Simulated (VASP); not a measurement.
Input of a VASP 6.6.1 run:

Contents of INCAR:

```
PREC = Accurate
ENCUT = 520
EDIFF = 1E-6
ISMEAR = -1
SIGMA = 0.02
LREAL = F
LASPH = T
NELM = 100
ALGO = Normal
ISIF = 2
LWAVE = F
LCHARG = F
NBANDS = 28
```

File KPOINTS:

```
Automatic mesh
0
Gamma
  6 6 6
```

The input POSCAR:

```
BaTiO3
1.0
    3.9998000000      0.0000000000      0.0000000000
    0.0000000000      3.9998000000      0.0000000000
    0.0000000000      0.0000000000      4.0180000000
Ba Ti O
1 1 3
Direct
    0.0000000000      0.0000000000      0.0000000000
    0.5000000000      0.5000000000      0.5000000000
    0.5000000000      0.5000000000      0.0000000000
    0.5000000000      0.0000000000      0.5000000000
    0.0000000000      0.5000000000      0.5000000000
```

Potentials or basis: VASP PAW LDA potentials, release 64 (Ba_sv, Ti_sv, O).

Run with:

```sh
$ cat potpaw_LDA.64/Ba_sv/POTCAR potpaw_LDA.64/Ti_sv/POTCAR potpaw_LDA.64/O/POTCAR > POTCAR
$ mpirun -np 1 vasp_std > vasp.out
```

Problem. Predict the pressure.

Solution. -7.3 GPa.

Problem. What does it give for the band gap on the k mesh?

Solution. 1.64 eV, indirect (least direct gap 1.79 eV).

Stress tensor (GPa, compression positive):
```
-7.03  0.00  0.00
 0.00 -7.03  0.00
 0.00  0.00 -7.87
```

Caveat: spin-orbit coupling is left out, which moves the levels of the heavy elements. A k mesh can miss the band edges.
